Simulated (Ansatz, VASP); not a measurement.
# C in VASP and in Ansatz

```
C
1.0
    -1.22267   -2.11645    0.00000
     1.22267   -2.11645    0.00000
     0.13585   -0.23516   13.45153
C
8
Direct
  0.33330 0.31941 0.12500
  0.83330 0.79163 0.37500
  0.33330 0.26385 0.62500
  0.83330 0.73607 0.87500
  0.66670 0.65281 0.12500
  0.16670 0.12504 0.37500
  0.66670 0.59726 0.62500
  0.16670 0.06948 0.87500
```

Alike in both runs: task single point; functional LDA; k mesh 15 × 15 × 3; occupations gaussian, width 0.03 eV; no spin polarisation.

|  | VASP | Ansatz |
| --- | --- | --- |
| version | VASP 6.6.1 | Ansatz 0.2.0 |
| potentials or method | VASP PAW LDA potentials, release 64 (C), cutoff 520 eV | scalar-relativistic, plane waves, PAW |
| valence electrons in the cell | 32 | 32 |

```csv
,VASP,Ansatz,Ansatz less VASP
gap on the k mesh at the Fermi level (eV),0.02,0.02,0.000
least direct gap on the mesh (eV),0.02,0.02,0.000
pressure (GPa),0.9,0.0,-0.90
"traceless stress, the component that is largest in VASP (GPa)",-1.07,-0.05,+1.021
rms of the force components (eV/Å),0.004,0.004,0.0000
```

Ansatz warns that its potentials were made for another functional, while VASP's fit it. LDA's correlation is that of Perdew and Zunger in VASP and of Perdew and Wang (1992) in Ansatz. Atom by atom the forces differ by 0.000 eV/Å (rms over components).
